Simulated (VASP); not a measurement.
# Mg2Sn (Fm-3m) in VASP: notebook, part 2 of 2

VASP 6.6.1. Earlier steps stand in the parts before.

## 3. Single point, r2SCAN, non-collinear spin, zero start, spin-orbit coupling (24.70 Å³/atom)

This run uses another cell than the first one, of 24.70 Å³/atom.

The input, POSCAR:

```
Mg2Sn
1.0
    0.0000000000      3.3338258294      3.3338258294
    3.3338258294      0.0000000000      3.3338258294
    3.3338258294      3.3338258294      0.0000000000
Mg Sn
2 1
Direct
    0.2500000000      0.2500000000      0.2500000000
    0.7500000000      0.7500000000      0.7500000000
    0.0000000000      0.0000000000      0.0000000000
```

The input, INCAR.step1:

```
SYSTEM = Mg2Sn
PREC = Accurate ; ENCUT = 660
ISMEAR = 0 ; SIGMA = 0.05
LREAL = .FALSE. ; LASPH = .TRUE.
NELM = 200 ; MAGMOM = 0 0 0 0 0 0 0 0 0
LSORBIT = .TRUE. ; GGA_COMPAT = .FALSE.
NBANDS = 31 ; GGA = PE
ALGO = Normal ; EDIFF = 1E-5
LWAVE = .TRUE. ; LCHARG = .FALSE.
```

The input, INCAR.step2:

```
SYSTEM = Mg2Sn
PREC = Accurate ; ENCUT = 660
EDIFF = 1E-6 ; ISMEAR = 0
SIGMA = 0.05 ; LREAL = .FALSE.
LASPH = .TRUE. ; NELM = 200
ALGO = Normal ; ISIF = 2
LWAVE = .FALSE. ; LCHARG = .FALSE.
MAGMOM = 0 0 0 0 0 0 0 0 0 ; LORBIT = 11
LSORBIT = .TRUE. ; GGA_COMPAT = .FALSE.
LORBMOM = .TRUE. ; METAGGA = R2SCAN
LMIXTAU = .TRUE. ; NBANDS = 31
ISTART = 1
```

The input, KPOINTS:

```
Automatic mesh
0
G
  6 6 6
  0 0 0
```

Potentials or basis: VASP PAW PBE potentials, release 64 (Mg, Sn_d).

Run with:

```bash
> cat potpaw_PBE.64/Mg/POTCAR potpaw_PBE.64/Sn_d/POTCAR > POTCAR
> cp INCAR.step1 INCAR
> mpirun -np 1 vasp_ncl > vasp.out
> cp INCAR.step2 INCAR
> mpirun -np 1 vasp_ncl > vasp.out
```

OUTCAR:

```text
SYSTEM = Mg2Sn
   PREC = Accurate
   ENCUT = 660
   EDIFF = 1E-6
   ISMEAR = 0
   LREAL = .FALSE.
   LASPH = .TRUE.
   NELM = 200
   ISIF = 2
   LORBIT = 11
   LSORBIT = .TRUE.
   METAGGA = R2SCAN
   ISTART = 1

 ion  position               nearest neighbor table
   1  0.250  0.250  0.250-   3 2.89   3 2.89   3 2.89   3 2.89   2 3.33   2 3.33   2 3.33   2 3.33
                             2 3.33   2 3.33
   2  0.750  0.750  0.750-   3 2.89   3 2.89   3 2.89   3 2.89   1 3.33   1 3.33   1 3.33   1 3.33
                             1 3.33   1 3.33
   3  0.000  0.000  0.000-   2 2.89   2 2.89   2 2.89   1 2.89   1 2.89   1 2.89   2 2.89   1 2.89

  LATTYP: Found a face centered cubic cell.
 ALAT       =     6.6676516588

  Lattice vectors:

 A1 = (   0.0000000000,   3.3338258294,   3.3338258294)
 A2 = (   3.3338258294,   0.0000000000,   3.3338258294)
 A3 = (   3.3338258294,   3.3338258294,   0.0000000000)

Analysis of symmetry for initial positions (statically):
=====================================================================
 Subroutine PRICEL returns:
 Original cell was already a primitive cell.

 Routine SETGRP: Setting up the symmetry group for a
 face centered cubic supercell.

 Subroutine GETGRP returns: Found 48 space group operations
 (whereof 48 operations were pure point group operations)
 out of a pool of 48 trial point group operations.

The static configuration has the point symmetry O_h .

Analysis of symmetry for dynamics (positions and initial velocities):
=====================================================================
 Subroutine PRICEL returns:
 Original cell was already a primitive cell.

 Routine SETGRP: Setting up the symmetry group for a
 face centered cubic supercell.

 Subroutine GETGRP returns: Found 48 space group operations
 (whereof 48 operations were pure point group operations)
 out of a pool of 48 trial point group operations.

The dynamic configuration has the point symmetry O_h .

Analysis of structural, dynamic, and magnetic symmetry:
=====================================================================
 Subroutine PRICEL returns:
 Original cell was already a primitive cell.

 Routine SETGRP: Setting up the symmetry group for a
 face centered cubic supercell.

 Subroutine GETGRP returns: Found 48 space group operations
 (whereof 48 operations were pure point group operations)
 out of a pool of 48 trial point group operations.

The overall configuration has the point symmetry O_h .

 Subroutine INISYM returns: Found 48 space group operations
 (whereof 48 operations are pure point group operations),
 and found     1 'primitive' translations

----------------------------------------------------------------------------------------

                                     Primitive cell

  volume of cell :      74.1069

  direct lattice vectors                    reciprocal lattice vectors
[... 666 lines left out ...]

------------------------ aborting loop because EDIFF is reached ----------------------------------------

  FORCE on cell =-STRESS in cart. coord.  units (eV):
  Direction    XX          YY          ZZ          XY          YZ          ZX
  --------------------------------------------------------------------------------------
  -------------------------------------------------------------------------------------
  Total        0.8545065      0.8545065      0.8545065     -0.0000000      0.0000000     -0.0000000
  in kB       18.4742669     18.4742669     18.4742669     -0.0000000      0.0000000     -0.0000000
  external PRESSURE =      18.4742669 kB  Pullay stress =       0.0000000 kB

 VOLUME and BASIS-vectors are now :
 -----------------------------------------------------------------------------
  energy-cutoff  :      660.00
  volume of cell :       74.11
      direct lattice vectors                 reciprocal lattice vectors
     0.000000000  3.333825829  3.333825829    -0.149977841  0.149977841  0.149977841
     3.333825829  0.000000000  3.333825829     0.149977841 -0.149977841  0.149977841
     3.333825829  3.333825829  0.000000000     0.149977841  0.149977841 -0.149977841

 POSITION                                       TOTAL-FORCE (eV/Angst)
 -----------------------------------------------------------------------------------
      1.66691      1.66691      1.66691         0.000000      0.000000      0.000000
      5.00074      5.00074      5.00074        -0.000000     -0.000000     -0.000000
      0.00000      0.00000      0.00000        -0.000000      0.000000     -0.000000
 -----------------------------------------------------------------------------------
    total drift:                               -0.000000     -0.000000     -0.000000

  FREE ENERGIE OF THE ION-ELECTRON SYSTEM (eV)
  ---------------------------------------------------
  free  energy   TOTEN  =       -33.8474638137 eV

  energy  without entropy=      -33.8471785417  energy(sigma->0) =      -33.84732118

 orbital moment (x)

 # of ion     p       d       tot
 ----------------------------------------
  1         0.000   0.000   0.000
  2         0.000   0.000   0.000
  3         0.000  -0.000  -0.000
 ----------------------------------------
            0.000   0.000   0.000

 orbital moment (y)

 # of ion     p       d       tot
 ----------------------------------------
  1         0.000   0.000   0.000
  2        -0.000   0.000   0.000
  3         0.000   0.000   0.000
 ----------------------------------------
            0.000   0.000   0.000

 orbital moment (z)

 # of ion     p       d       tot
 ----------------------------------------
  1         0.000   0.000   0.000
  2         0.000   0.000   0.000
  3         0.000   0.000   0.000
 ----------------------------------------
            0.000   0.000   0.000

 Spin-Orbit-Coupling matrix elements

 Ion:    1  E_soc:     -0.0000860
 l=   1
     0.0000000    -0.0000143    -0.0000143
    -0.0000143     0.0000000    -0.0000143
    -0.0000143    -0.0000143     0.0000000
 l=   2
     0.0000000    -0.0000000     0.0000000    -0.0000000     0.0000000
    -0.0000000     0.0000000     0.0000000    -0.0000000     0.0000000
     0.0000000     0.0000000     0.0000000     0.0000000     0.0000000
    -0.0000000    -0.0000000     0.0000000     0.0000000     0.0000000
     0.0000000     0.0000000     0.0000000     0.0000000     0.0000000
 l=   3
     0.0000000     0.0000000     0.0000000     0.0000000     0.0000000     0.0000000     0.0000000
     0.0000000     0.0000000     0.0000000     0.0000000     0.0000000     0.0000000     0.0000000
     0.0000000     0.0000000     0.0000000     0.0000000     0.0000000     0.0000000     0.0000000
     0.0000000     0.0000000     0.0000000     0.0000000     0.0000000     0.0000000     0.0000000
[... 29 lines left out ...]
 l=   2
     0.0000000    -0.0012723     0.0000000    -0.0012723    -0.0050464
    -0.0012723     0.0000000    -0.0037848    -0.0012723    -0.0012616
     0.0000000    -0.0037848     0.0000000    -0.0037848     0.0000000
    -0.0012723    -0.0012723    -0.0037848     0.0000000    -0.0012616
    -0.0050464    -0.0012616     0.0000000    -0.0012616     0.0000000
 l=   3
     0.0000000     0.0000000     0.0000000     0.0000000     0.0000000     0.0000000     0.0000000
     0.0000000     0.0000000     0.0000000     0.0000000     0.0000000     0.0000000     0.0000000
     0.0000000     0.0000000     0.0000000     0.0000000     0.0000000     0.0000000     0.0000000
     0.0000000     0.0000000     0.0000000     0.0000000     0.0000000     0.0000000     0.0000000
     0.0000000     0.0000000     0.0000000     0.0000000     0.0000000     0.0000000     0.0000000
     0.0000000     0.0000000     0.0000000     0.0000000     0.0000000     0.0000000     0.0000000
     0.0000000     0.0000000     0.0000000     0.0000000     0.0000000     0.0000000     0.0000000

 total charge

# of ion       s       p       d       tot
------------------------------------------
    1        0.167   0.134   0.020   0.321
    2        0.167   0.134   0.020   0.321
    3        1.092   1.588   9.911  12.591
--------------------------------------------------
tot          1.427   1.857   9.951  13.234

 magnetization (x)

# of ion       s       p       d       tot
------------------------------------------
    1       -0.000   0.000   0.000  -0.000
    2        0.000   0.000   0.000   0.000
    3        0.000   0.000   0.000   0.000
--------------------------------------------------
tot          0.000   0.000   0.000   0.000

 magnetization (y)

# of ion       s       p       d       tot
------------------------------------------
    1        0.000   0.000   0.000   0.000
    2       -0.000   0.000   0.000  -0.000
    3       -0.000  -0.000   0.000  -0.000
--------------------------------------------------
tot         -0.000  -0.000   0.000  -0.000

 magnetization (z)

# of ion       s       p       d       tot
------------------------------------------
    1       -0.000   0.000   0.000  -0.000
    2       -0.000   0.000   0.000  -0.000
    3       -0.000   0.000   0.000  -0.000
--------------------------------------------------
tot         -0.000   0.000   0.000  -0.000
```

Run time: 8 min. Hardware: 1 thread of Intel Xeon Platinum 8488C (Sapphire Rapids), shared host; peak memory 0.61 GiB.

What came out:

```
Free energy                                           : -33.8475 eV
Pressure                                              : 1.8 GPa
Net moment                                            : 0.00 μB per cell
Valence electrons inside the program's atomic spheres : Mg 0.32; Sn 12.59
```

Moments on the atoms (μB; x, y, z):
```
Mg  0.00 0.00 0.00
Mg  0.00 0.00 0.00
Sn  0.00 0.00 0.00
```

Caveat: the PAW data sets were made with another functional, which shifts forces and pressure a little.

## 4. Single point, r2SCAN, non-collinear spin, zero start, spin-orbit coupling

The input, POSCAR:

```
Mg2Sn
1.0
    0.0000000000      3.3795003521      3.3795003521
    3.3795003521      0.0000000000      3.3795003521
    3.3795003521      3.3795003521      0.0000000000
Mg Sn
2 1
Direct
    0.2500000000      0.2500000000      0.2500000000
    0.7500000000      0.7500000000      0.7500000000
    0.0000000000      0.0000000000      0.0000000000
```

The input, INCAR.step1:

```
ALGO     = Normal         # electronic algorithm
EDIFF    = 1E-5           # SCF threshold, eV
ENCUT    = 660            # plane-wave cutoff, eV
GGA      = PE             # functional
GGA_COMPAT= False        
ISMEAR   = 0              # smearing method
LASPH    = True           # aspherical terms in the spheres
LCHARG   = False          # write CHGCAR
LREAL    = False          # projectors in reciprocal space
LSORBIT  = True           # spin-orbit coupling
LWAVE    = True           # write WAVECAR
MAGMOM   = 0 0 0 0 0 0 0 0 0 # initial moments
NBANDS   = 31             # bands
NELM     = 200            # most SCF steps
PREC     = Accurate       # precision mode
SIGMA    = 0.05           # smearing width, eV
```

The input, INCAR.step2:

```
ALGO     = Normal         # electronic algorithm
EDIFF    = 1E-6           # SCF threshold, eV
ENCUT    = 660            # plane-wave cutoff, eV
GGA_COMPAT= False        
ISIF     = 2              # what is computed and relaxed
ISMEAR   = 0              # smearing method
ISTART   = 1            
LASPH    = True           # aspherical terms in the spheres
LCHARG   = True           # write CHGCAR
LMIXTAU  = True         
LORBIT   = 11             # projections on sites
LORBMOM  = True         
LREAL    = False          # projectors in reciprocal space
LSORBIT  = True           # spin-orbit coupling
LVHAR    = True         
LWAVE    = False          # write WAVECAR
MAGMOM   = 0 0 0 0 0 0 0 0 0 # initial moments
METAGGA  = R2SCAN         # meta-GGA
NBANDS   = 31             # bands
NELM     = 200            # most SCF steps
PREC     = Accurate       # precision mode
SIGMA    = 0.05           # smearing width, eV
```

The input, KPOINTS:

```
k-points
0
Gamma
  6 6 6
```

Run with:

```bash
> cat potpaw_PBE.64/Mg/POTCAR potpaw_PBE.64/Sn_d/POTCAR > POTCAR
> cp INCAR.step1 INCAR
> mpirun -np 1 vasp_ncl > vasp.out
> cp INCAR.step2 INCAR
> mpirun -np 1 vasp_ncl > vasp.out
```

It took 7.6 min on 1 thread of Intel Xeon Platinum 8488C (Sapphire Rapids), shared host; peak memory 0.62 GiB.

Results (log left out):

```yaml
Free_energy: -33.8627 eV
Pressure: -0.2 GPa
Net_moment: 0.00 μB per cell
Valence_electrons_inside_the_program's_atomic_spheres: Mg 0.31; Sn 12.54
```

Moments on the atoms (μB; x, y, z):
```
Mg  0.00 0.00 0.00
Mg  0.00 0.00 0.00
Sn  0.00 0.00 0.00
```

Caveat: the PAW data sets were made with another functional, which shifts forces and pressure a little.

## 5. Single point, r2SCAN, non-collinear spin, zero start, spin-orbit coupling

POSCAR is that of step 4.

The input, INCAR.step1:

```
SYSTEM = Mg2Sn
  ALGO = Normal
  EDIFF = 1E-5
  ENCUT = 660
  GGA = PE
  GGA_COMPAT = .False.
  ISMEAR = 0
  LASPH = .True.
  LCHARG = .False.
  LNONCOLLINEAR = .True.
  LREAL = .False.
  LSORBIT = .True.
  LWAVE = .True.
  MAGMOM = 0 0 0 0 0 0 0 0 0
  NBANDS = 31
  NELM = 200
  PREC = Accurate
  SIGMA = 0.05
```

The input, INCAR.step2:

```
SYSTEM = Mg2Sn
  ALGO = Normal
  EDIFF = 1E-6
  ENCUT = 660
  GGA_COMPAT = .False.
  ISIF = 2
  ISMEAR = 0
  ISTART = 1
  LASPH = .True.
  LCHARG = .True.
  LMIXTAU = .True.
  LNONCOLLINEAR = .True.
  LORBIT = 11
  LORBMOM = .True.
  LREAL = .False.
  LSORBIT = .True.
  LVHAR = .True.
  LWAVE = .False.
  MAGMOM = 0 0 0 0 0 0 0 0 0
  METAGGA = R2SCAN
  NBANDS = 31
  NELM = 200
  PREC = Accurate
  SIGMA = 0.05
```

The input, KPOINTS:

```
k-points
0
Gamma
  6 6 6
  0 0 0
```

Run with:

```bash
> cat potpaw_PBE.64/Mg/POTCAR potpaw_PBE.64/Sn_d/POTCAR > POTCAR
> cp INCAR.step1 INCAR
> mpirun -np 1 vasp_ncl > vasp.out
> cp INCAR.step2 INCAR
> mpirun -np 1 vasp_ncl > vasp.out
```

Run time: 7.5 min. Hardware: 1 thread of Intel Xeon Platinum 8488C (Sapphire Rapids), shared host; peak memory 0.62 GiB.

The run converged. Its results:

- Free energy: -33.8627 eV
- Pressure: -0.2 GPa
- Net moment: 0.00 μB per cell
- Valence electrons inside the program's atomic spheres: Mg 0.31; Sn 12.54

Moments on the atoms (μB; x, y, z):
```
Mg  0.00 0.00 0.00
Mg  0.00 0.00 0.00
Sn  0.00 0.00 0.00
```

Caveat: the PAW data sets were made with another functional, which shifts forces and pressure a little.

## 6. Overview

```csv
spin,cell,k mesh,pressure (GPa),moment (μB)
off,"a = 4.779 Å, angles 60.0°, 3 atoms",10 × 10 × 10,-0.1,-
"non-collinear, zero start, SOC","a = 4.715 Å, angles 60.0°, 3 atoms",6 × 6 × 6,1.8,0.00
"non-collinear, zero start, SOC","a = 4.779 Å, angles 60.0°, 3 atoms",6 × 6 × 6,-0.2,0.00
```

Alike in all rows: task single point; level r2SCAN; potentials or basis VASP PAW PBE potentials, release 64 (Mg, Sn_d); cutoff (eV) 660; smearing gaussian 0.05 eV.

Caveats: the PAW data sets were made with another functional, which shifts forces and pressure a little.

Absolute energies hang on the potentials; compare differences alone.
